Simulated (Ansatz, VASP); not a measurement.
# One calculation of Cs2NaTlBr6, two programs

The input INCAR:

```
PREC = Accurate ; ENCUT = 520
EDIFF = 1E-6 ; ISMEAR = 0
SIGMA = 0.01 ; LREAL = False
LASPH = True ; NELM = 100
ALGO = Normal ; ISIF = 2
LWAVE = False ; LCHARG = False
GGA = CA ; NBANDS = 51
```

The input KPOINTS:

```
Automatic mesh
0
Gamma
  3 3 3
```

POSCAR

```
Cs2NaTlBr6
1.0
    0.0000000000      5.7454600000      5.7454600000
    5.7454600000      0.0000000000      5.7454600000
    5.7454600000      5.7454600000      0.0000000000
Cs Na Tl Br
2 1 1 6
Direct
    0.7500000000      0.7500000000      0.7500000000
    0.2500000000      0.2500000000      0.2500000000
    0.5000000000      0.5000000000      0.5000000000
    0.0000000000      0.0000000000      0.0000000000
    0.7569590000      0.2430410000      0.2430410000
    0.2430410000      0.2430410000      0.7569590000
    0.2430410000      0.7569590000      0.7569590000
    0.2430410000      0.7569590000      0.2430410000
    0.7569590000      0.2430410000      0.7569590000
    0.7569590000      0.7569590000      0.2430410000
```

Input for Ansatz:

```yaml
crystal:
  lattice:
    - [0.0, 5.74546, 5.74546]
    - [5.74546, 0.0, 5.74546]
    - [5.74546, 5.74546, 0.0]
  atoms:
    - { symbol: Cs, position: [0.75, 0.75, 0.75] }
    - { symbol: Cs, position: [0.25, 0.25, 0.25] }
    - { symbol: Na, position: [0.5, 0.5, 0.5] }
    - { symbol: Tl, position: [0.0, 0.0, 0.0] }
    - { symbol: Br, position: [0.756959, 0.243041, 0.243041] }
    - { symbol: Br, position: [0.243041, 0.243041, 0.756959] }
    - { symbol: Br, position: [0.243041, 0.756959, 0.756959] }
    - { symbol: Br, position: [0.243041, 0.756959, 0.243041] }
    - { symbol: Br, position: [0.756959, 0.243041, 0.756959] }
    - { symbol: Br, position: [0.756959, 0.756959, 0.243041] }
kpoints:
  mp_grid:
    grid: [3, 3, 3]
hamiltonian:
  xc: lda
scf:
  occupations:
    method: fixed
  initial_density:
    chi_scale: 0.1
basis:
  ecutwfc: 470
output:
  stress: true
  eigenvalues: true
```

Alike in both runs: task single point; functional LDA; k mesh 3 × 3 × 3; no spin polarisation.

```csv
,VASP,Ansatz
version,VASP 6.6.1,Ansatz 0.2.0
potentials or method,"VASP PAW LDA potentials, release 64 (Cs_sv, Na_pv, Tl_d, Br), cutoff 520 eV","plane waves, PAW"
occupations,"gaussian, width 0.01 eV",fixed
valence electrons in the cell,80,82
```

```csv
,VASP,Ansatz,Ansatz less VASP
gap on the k mesh at the Fermi level (eV),0.64,0.62,-0.020
pressure (GPa),-2.5,-2.5,-0.02
```

LDA's correlation is that of Perdew and Zunger in VASP and of Perdew and Wang (1992) in Ansatz. VASP's potentials hold 80 valence electrons a cell and Ansatz's 82, so a difference there can come from the potentials and not from the codes.

Spin-orbit coupling is off throughout.
